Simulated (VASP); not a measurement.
Write the native input for VASP 6.6.1 that does the following.

| Property | Result |
| --- | --- |
| Task | single point |
| Functional | PBEsol |
| Potentials or basis | VASP PAW PBE potentials, release 64 (Al, Ga_d, O) |
| Cutoff | 520 eV |
| k mesh | 6 × 6 × 6 |
| Occupations | fermi-dirac, width 0.02 eV |
| Spin | no spin polarisation |
| Dipole correction | no |
| Further INCAR settings | ALGO = Normal; EDIFF = 1e-06; NBANDS = 40 |

The structure of Al3GaO6 lies in POSCAR:

```
Al3GaO6
1.0
    2.4152993757      1.3944737431      4.3732685789
   -2.4152993757      1.3944737431      4.3732685789
    0.0000000000     -2.7889474912      4.3732685773
Al Ga O
3 1 6
Direct
    0.8532973619      0.8532973619      0.8532973619
    0.6479416747      0.6479416747      0.6479416747
    0.3490696164      0.3490696164      0.3490696164
    0.1418197109      0.1418197109      0.1418197109
    0.7351853598      0.4577161035      0.0569112463
    0.9440402156      0.2486321242      0.5653865867
    0.0569112463      0.7351853598      0.4577161035
    0.4577161035      0.0569112463      0.7351853598
    0.5653865867      0.9440402156      0.2486321242
    0.2486321242      0.5653865867      0.9440402156
```

These files were run (other wordings do the same):

INCAR

```
SYSTEM = Al3GaO6
PREC = Accurate
ENCUT = 520
EDIFF = 1E-6
ISMEAR = -1
SIGMA = 0.02
LREAL = .False.
LASPH = .True.
NELM = 80
ALGO = Normal
ISIF = 2
LWAVE = .False.
LCHARG = .False.
GGA = PS
NBANDS = 40
```

KPOINTS

```
regular mesh
0
Gamma
  6 6 6
  0 0 0
```

Potentials or basis: VASP PAW PBE potentials, release 64 (Al, Ga_d, O).

The run is started by

```console
$ cat potpaw_PBE.64/Al/POTCAR potpaw_PBE.64/Ga_d/POTCAR potpaw_PBE.64/O/POTCAR > POTCAR
$ mpirun -np 1 vasp_std > vasp.out
```

Results of the run:

```
Pressure               : 0.2 GPa
Largest force          : 0.032 eV/Å
Band gap on the k mesh : 4.81 eV (least direct gap 4.88 eV)
```

Caveat: the PAW data sets were made with another functional, which shifts forces and pressure a little.

It took 87 s on 1 thread of Intel(R) Xeon(R) 6975P-C (Granite Rapids) (shared host), peak memory 0.3 GiB.
